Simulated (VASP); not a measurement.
P: single point with PBE

Crystal: P.

```
P
1.0
     0.00000    1.52412    1.52412
     1.52412    0.00000    1.52412
     1.52412    1.52412    0.00000
P
1
Direct
  0.00000 0.00000 0.00000
```

```yaml
Program: VASP 6.6.1
Task: single point
Functional: PBE
Potentials_or_basis: VASP PAW PBE potentials, release 64 (P)
Cutoff: 520 eV
k_mesh: 21 × 21 × 21
Occupations: fermi-dirac, width 0.1 eV
Spin: no spin polarisation
```

The pressure is 265.2 GPa.

Levels at points of the mesh, in eV from the Fermi level:
```
           k point  band 1  band 2  band 3  band 4  band 5
(0.00, 0.00, 0.00)  -26.32   13.08   13.08   13.08   16.34
```

Run time: 5.4 s on 1 thread of Intel Xeon 6975P-C, on a shared host, peak memory 0.12 GiB.
